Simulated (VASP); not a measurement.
# B4AsN3 (Pmm2) in VASP: single point with PBE

Aim: the single point of B4AsN3 with PBE.

Everything below comes from runs of VASP 6.6.1. Logs are shortened: lines on timing, memory, paths and dates and some standing lists are left out, and cuts for length are marked.

### 1 The cell of the first run

It takes space group Pmm2 (No. 25, orthorhombic). The conventional cell has a = 2.772 Å, b = 5.625 Å, c = 3.906 Å, α = 90.00°, β = 90.00°, γ = 90.00°. N (site symmetry m) has 4 B at 1.63 to 1.69 Å within 2.2 Å. N (site symmetry mm2) has 4 B at 1.57 to 1.68 Å within 2.1 Å. B (site symmetry m) has 3 N at 1.57 to 1.65 Å and 1 As at 1.96 Å within 2.1 Å. B (site symmetry mm2) has 4 N at 1.63 to 1.68 Å within 2.2 Å. Within 2.2 Å of B (site symmetry mm2) lie 2 N at 1.69 Å and 2 As at 1.89 Å. As (site symmetry mm2) has 4 B at 1.89 to 1.96 Å within 2.5 Å.

### 2 Single point, PBE, non-collinear spin, zero start, spin-orbit coupling

Contents of INCAR:

```
  PREC = Accurate
  ENCUT = 520
  EDIFF = 1E-6
  ISMEAR = -1
  SIGMA = 0.02
  LREAL = F
  LASPH = T
  NELM = 150
  ALGO = Normal
  ISIF = 2
  LWAVE = F
  LCHARG = T
  MAGMOM = 0 0 0 0 0 0 0 0 0 0 0 0 0 0 0 0 0 0 0 0 0 0 0 0
  LORBIT = 11
  LSORBIT = T
  GGA_COMPAT = F
  LORBMOM = T
  GGA = PE
  LVHAR = T
  NBANDS = 50
```

Contents of KPOINTS:

```
regular mesh
0
Gamma
  10 4 6
```

Contents of POSCAR:

```
B4AsN3
1.0
    2.7722964413      0.0000000000      0.0000000000
    0.0000000000      5.6249400240      0.0000000000
    0.0000000000      0.0000000000      3.9057175352
N B As
3 4 1
Direct
    0.0000000000      0.2241049818      0.0021797132
    0.5000000000      0.0000000000      0.5108461780
    0.0000000000      0.7758950182      0.0021797132
    0.5000000000      0.2096475653      0.7744670301
    0.0000000000      0.0000000000      0.2665037719
    0.5000000000      0.7903524347      0.7744670301
    0.0000000000      0.5000000000      0.1705778395
    0.5000000000      0.5000000000      0.4987787240
```

Potentials or basis: VASP PAW PBE potentials, release 64 (N, B, As).

Started as:

```console
$ cat potpaw_PBE.64/N/POTCAR potpaw_PBE.64/B/POTCAR potpaw_PBE.64/As/POTCAR > POTCAR
$ mpirun -np 1 vasp_ncl > vasp.out
```

OUTCAR:

```text
PREC = Accurate
   ENCUT = 520
   EDIFF = 1E-6
   ISMEAR = -1
   LREAL = F
   LASPH = T
   NELM = 150
   ISIF = 2
   LORBIT = 11
   LSORBIT = T
   GGA = PE

 ion  position               nearest neighbor table
   1  0.000  0.224  0.002-   5 1.63   4 1.65   4 1.65   7 1.69
   2  0.500  0.000  0.511-   4 1.57   6 1.57   5 1.68   5 1.68
   3  0.000  0.776  0.002-   5 1.63   6 1.65   6 1.65   7 1.69
   4  0.500  0.210  0.774-   2 1.57   1 1.65   1 1.65   8 1.96
   5  0.000  0.000  0.267-   1 1.63   3 1.63   2 1.68   2 1.68
   6  0.500  0.790  0.774-   2 1.57   3 1.65   3 1.65   8 1.96
   7  0.000  0.500  0.171-   1 1.69   3 1.69   8 1.89   8 1.89
   8  0.500  0.500  0.499-   7 1.89   7 1.89   4 1.96   6 1.96

  LATTYP: Found a simple orthorhombic cell.
 ALAT       =     2.7722964413
 B/A-ratio  =     1.4088383468
 C/A-ratio  =     2.0289821609

  Lattice vectors:

 A1 = (  -2.7722964413,   0.0000000000,   0.0000000000)
 A2 = (   0.0000000000,   0.0000000000,   3.9057175352)
 A3 = (   0.0000000000,   5.6249400240,   0.0000000000)

Analysis of symmetry for initial positions (statically):
=====================================================================
 Subroutine PRICEL returns:
 Original cell was already a primitive cell.

 Routine SETGRP: Setting up the symmetry group for a
 simple orthorhombic supercell.

 Subroutine GETGRP returns: Found  4 space group operations
 (whereof  4 operations were pure point group operations)
 out of a pool of  8 trial point group operations.

The static configuration has the point symmetry C_2v.

Analysis of symmetry for dynamics (positions and initial velocities):
=====================================================================
 Subroutine PRICEL returns:
 Original cell was already a primitive cell.

 Routine SETGRP: Setting up the symmetry group for a
 simple orthorhombic supercell.

 Subroutine GETGRP returns: Found  4 space group operations
 (whereof  4 operations were pure point group operations)
 out of a pool of  8 trial point group operations.

The dynamic configuration has the point symmetry C_2v.

Analysis of structural, dynamic, and magnetic symmetry:
=====================================================================
 Subroutine PRICEL returns:
 Original cell was already a primitive cell.

 Routine SETGRP: Setting up the symmetry group for a
 simple orthorhombic supercell.

 Subroutine GETGRP returns: Found  4 space group operations
 (whereof  4 operations were pure point group operations)
 out of a pool of  8 trial point group operations.

The overall configuration has the point symmetry C_2v.

 Subroutine INISYM returns: Found  4 space group operations
 (whereof  4 operations are pure point group operations),
 and found     1 'primitive' translations

----------------------------------------------------------------------------------------

                                     Primitive cell

  volume of cell :      60.9058

  direct lattice vectors                    reciprocal lattice vectors
     2.772296441  0.000000000  0.000000000     0.360711786  0.000000000  0.000000000
     0.000000000  5.624940024  0.000000000     0.000000000  0.177779673  0.000000000
     0.000000000  0.000000000  3.905717535     0.000000000  0.000000000  0.256034900

  length of vectors
     2.772296441  5.624940024  3.905717535     0.360711786  0.177779673  0.256034900

  position of ions in fractional coordinates (direct lattice)
     0.000000000  0.224104982  0.002179713
     0.500000000  0.000000000  0.510846178
     0.000000000  0.775895018  0.002179713
     0.500000000  0.209647565  0.774467030
     0.000000000  0.000000000  0.266503772
     0.500000000  0.790352435  0.774467030
     0.000000000  0.500000000  0.170577839
     0.500000000  0.500000000  0.498778724

  ion indices of the primitive-cell ions
   primitive index   ion index
                 1           1
                 2           2
[... 1275 lines left out ...]
  -------------------------------------------------------------------------------------
  Total        1.2377166      1.5798403      1.6935767      0.0000000      0.0000000      0.0000000
  in kB       32.5591760     41.5590285     44.5509601      0.0000000      0.0000000      0.0000000
  external PRESSURE =      39.5563882 kB  Pullay stress =       0.0000000 kB

 VOLUME and BASIS-vectors are now :
 -----------------------------------------------------------------------------
  energy-cutoff  :      520.00
  volume of cell :       60.91
      direct lattice vectors                 reciprocal lattice vectors
     2.772296441  0.000000000  0.000000000     0.360711786  0.000000000  0.000000000
     0.000000000  5.624940024  0.000000000     0.000000000  0.177779673  0.000000000
     0.000000000  0.000000000  3.905717535     0.000000000  0.000000000  0.256034900

 POSITION                                       TOTAL-FORCE (eV/Angst)
 -----------------------------------------------------------------------------------
      0.00000      1.26058      0.00851        -0.000000      0.044990      0.006026
      1.38615      0.00000      1.99522        -0.000000      0.000000     -0.118908
      0.00000      4.36436      0.00851         0.000000     -0.044990      0.006026
      1.38615      1.17925      3.02485        -0.000000     -0.153094      0.193289
      0.00000      0.00000      1.04089        -0.000000      0.000000      0.041879
      1.38615      4.44569      3.02485         0.000000      0.153094      0.193289
      0.00000      2.81247      0.66623        -0.000000      0.000000     -0.639480
      1.38615      2.81247      1.94809        -0.000000      0.000000      0.317878
 -----------------------------------------------------------------------------------
    total drift:                                0.000000      0.000000     -0.000435

  FREE ENERGIE OF THE ION-ELECTRON SYSTEM (eV)
  ---------------------------------------------------
  free  energy   TOTEN  =       -59.2847412962 eV

  energy  without entropy=      -59.2841829750  energy(sigma->0) =      -59.28446214

 orbital moment (x)

 # of ion     p       d       tot
 ----------------------------------------
  1        -0.000   0.000  -0.000
  2         0.000   0.000   0.000
  3         0.000   0.000   0.000
  4        -0.000   0.000  -0.000
  5         0.000   0.000   0.000
  6         0.000   0.000   0.000
  7         0.000   0.000   0.000
  8         0.000   0.000   0.000
 ----------------------------------------
            0.000   0.000   0.000

 orbital moment (y)

 # of ion     p       d       tot
 ----------------------------------------
  1        -0.000   0.000  -0.000
  2         0.000   0.000   0.000
  3        -0.000   0.000  -0.000
  4         0.000   0.000   0.000
  5         0.000   0.000   0.000
  6         0.000   0.000   0.000
  7         0.000   0.000   0.000
  8         0.000   0.000   0.000
 ----------------------------------------
            0.000   0.000   0.000

 orbital moment (z)

 # of ion     p       d       tot
 ----------------------------------------
  1         0.000   0.000   0.000
  2        -0.000   0.000  -0.000
  3         0.000   0.000   0.000
  4        -0.000   0.000  -0.000
  5         0.000   0.000   0.000
  6         0.000   0.000   0.000
  7         0.000   0.000   0.000
  8         0.000   0.000   0.000
 ----------------------------------------
            0.000   0.000   0.000

 Spin-Orbit-Coupling matrix elements

 Ion:    1  E_soc:     -0.0000487
 l=   1
     0.0000000    -0.0000085    -0.0000076
    -0.0000085     0.0000000    -0.0000082
    -0.0000076    -0.0000082     0.0000000
 l=   2
     0.0000000     0.0000000     0.0000000     0.0000000     0.0000000
     0.0000000     0.0000000     0.0000000     0.0000000     0.0000000
     0.0000000     0.0000000     0.0000000     0.0000000     0.0000000
     0.0000000     0.0000000     0.0000000     0.0000000     0.0000000
     0.0000000     0.0000000     0.0000000     0.0000000     0.0000000
 l=   3
     0.0000000     0.0000000     0.0000000     0.0000000     0.0000000     0.0000000     0.0000000
     0.0000000     0.0000000     0.0000000     0.0000000     0.0000000     0.0000000     0.0000000
     0.0000000     0.0000000     0.0000000     0.0000000     0.0000000     0.0000000     0.0000000
     0.0000000     0.0000000     0.0000000     0.0000000     0.0000000     0.0000000     0.0000000
[... 129 lines left out ...]
 l=   2
     0.0000000    -0.0000030     0.0000000    -0.0000035    -0.0000194
    -0.0000030     0.0000000    -0.0000181    -0.0000212    -0.0000142
     0.0000000    -0.0000181     0.0000000    -0.0000069     0.0000000
    -0.0000035    -0.0000212    -0.0000069     0.0000000    -0.0000209
    -0.0000194    -0.0000142     0.0000000    -0.0000209     0.0000000
 l=   3
     0.0000000     0.0000000     0.0000000     0.0000000     0.0000000     0.0000000     0.0000000
     0.0000000     0.0000000     0.0000000     0.0000000     0.0000000     0.0000000     0.0000000
     0.0000000     0.0000000     0.0000000     0.0000000     0.0000000     0.0000000     0.0000000
     0.0000000     0.0000000     0.0000000     0.0000000     0.0000000     0.0000000     0.0000000
     0.0000000     0.0000000     0.0000000     0.0000000     0.0000000     0.0000000     0.0000000
     0.0000000     0.0000000     0.0000000     0.0000000     0.0000000     0.0000000     0.0000000
     0.0000000     0.0000000     0.0000000     0.0000000     0.0000000     0.0000000     0.0000000

 total charge

# of ion       s       p       d       tot
------------------------------------------
    1        1.207   2.592   0.000   3.799
    2        1.206   2.650   0.000   3.856
    3        1.207   2.592   0.000   3.799
    4        0.656   1.265   0.000   1.921
    5        0.629   1.148   0.000   1.777
    6        0.656   1.265   0.000   1.921
    7        0.651   1.324   0.000   1.976
    8        1.195   1.987   0.127   3.309
--------------------------------------------------
tot          7.409  14.823   0.127  22.359

 magnetization (x)

# of ion       s       p       d       tot
------------------------------------------
    1       -0.000  -0.000   0.000  -0.000
    2        0.000   0.000   0.000   0.000
    3        0.000   0.000   0.000   0.000
    4        0.000   0.000   0.000   0.000
    5        0.000   0.000   0.000   0.000
    6       -0.000  -0.000   0.000  -0.000
    7        0.000   0.000   0.000   0.000
    8        0.000   0.000   0.000   0.000
--------------------------------------------------
tot          0.000   0.000   0.000   0.000

 magnetization (y)

# of ion       s       p       d       tot
------------------------------------------
    1        0.000  -0.000   0.000  -0.000
    2        0.000   0.000   0.000   0.000
    3        0.000  -0.000   0.000  -0.000
    4       -0.000   0.000   0.000   0.000
    5        0.000   0.000   0.000   0.000
    6       -0.000   0.000   0.000   0.000
    7        0.000   0.000   0.000   0.000
    8        0.000   0.000   0.000   0.000
--------------------------------------------------
tot         -0.000   0.000   0.000   0.000

 magnetization (z)

# of ion       s       p       d       tot
------------------------------------------
    1        0.000   0.000   0.000   0.000
    2        0.000   0.000   0.000   0.000
    3        0.000   0.000   0.000   0.000
    4        0.000   0.000   0.000   0.000
    5        0.000   0.000   0.000   0.000
    6        0.000   0.000   0.000   0.000
    7        0.000   0.000   0.000   0.000
    8        0.000   0.000   0.000   0.000
--------------------------------------------------
tot          0.000   0.000   0.000   0.000
```

It took 8.7 min on 1 thread of Intel Xeon Platinum 8488C (Sapphire Rapids), shared host; peak memory 0.6 GiB.

Results:

| Property | Result |
| --- | --- |
| Free energy | -59.2847 eV |
| Pressure | 4.0 GPa |
| Largest force | 0.639 eV/Å |
| Net moment | 0.00 μB per cell |
| Valence electrons inside the program's atomic spheres | N 3.80, 3.86; B 1.92, 1.78, 1.98; As 3.31 |

Forces in eV/Å, atoms in the order of the input:
```
N    0.000  0.045  0.006
N    0.000  0.000 -0.119
N    0.000 -0.045  0.006
B    0.000 -0.153  0.193
B    0.000  0.000  0.042
B    0.000  0.153  0.193
B    0.000  0.000 -0.639
As   0.000  0.000  0.318
```

Moments on the atoms (μB; x, y, z):
```
N   0.00 0.00 0.00
N   0.00 0.00 0.00
N   0.00 0.00 0.00
B   0.00 0.00 0.00
B   0.00 0.00 0.00
B   0.00 0.00 0.00
B   0.00 0.00 0.00
As  0.00 0.00 0.00
```
